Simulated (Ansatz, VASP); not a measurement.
## One calculation of Cs, two programs

Contents of INCAR:

```
SYSTEM = Cs
PREC = Accurate ; ENCUT = 520
EDIFF = 1E-7 ; ISMEAR = 0
SIGMA = 0.1 ; LREAL = .False.
LASPH = .True. ; NELM = 60
ALGO = Normal ; ISIF = 2
LWAVE = .False. ; LCHARG = .False.
GGA = PS ; NBANDS = 10
```

The input KPOINTS:

```
regular mesh
0
Gamma
  6 6 6
  0 0 0
```

POSCAR

```
Cs
1.0
    0.0000000000      3.9483357400      3.9483357400
    3.9483357400      0.0000000000      3.9483357400
    3.9483357400      3.9483357400      0.0000000000
Cs
1
Direct
    0.0000000000      0.0000000000      0.0000000000
```

input.yaml

```yaml
crystal:
  lattice:
    - [0.0, 3.94833574, 3.94833574]
    - [3.94833574, 0.0, 3.94833574]
    - [3.94833574, 3.94833574, 0.0]
  atoms:
    - { symbol: Cs, position: [0.0, 0.0, 0.0] }
hamiltonian:
  xc: pbesol
  pseudopotentials: { kind: paw }
kpoints:
  mp_grid: { grid: [6, 6, 6] }
scf:
  occupations: { method: gaussian, width: 0.1 }
output:
  forces: true
  stress: true
  eigenvalues: true
```

Alike in both runs: task single point; functional PBEsol; k mesh 6 × 6 × 6; occupations gaussian, width 0.1 eV; no spin polarisation.

|  | VASP | Ansatz |
| --- | --- | --- |
| version | VASP 6.6.1 | Ansatz 0.2.0 |
| potentials or method | VASP PAW PBE potentials, release 64 (Cs_sv) | Ansatz PAW |
| plane-wave cutoff (eV) | 520 | 420 |
| valence electrons in the cell | 9 | 9 |

|  | VASP | Ansatz | Ansatz less VASP |
| --- | --- | --- | --- |
| gap on the k mesh at the Fermi level (eV) | none | none | - |
| pressure (GPa) | -0.2 | -0.2 | +0.01 |

VASP's potentials were made for PBE, not for PBEsol. A gap of «none» marks a metal or a gap that the smearing closes. With one functional, cell and mesh, what is left measures potentials, basis and numerics.

Neither program's run includes spin-orbit coupling.
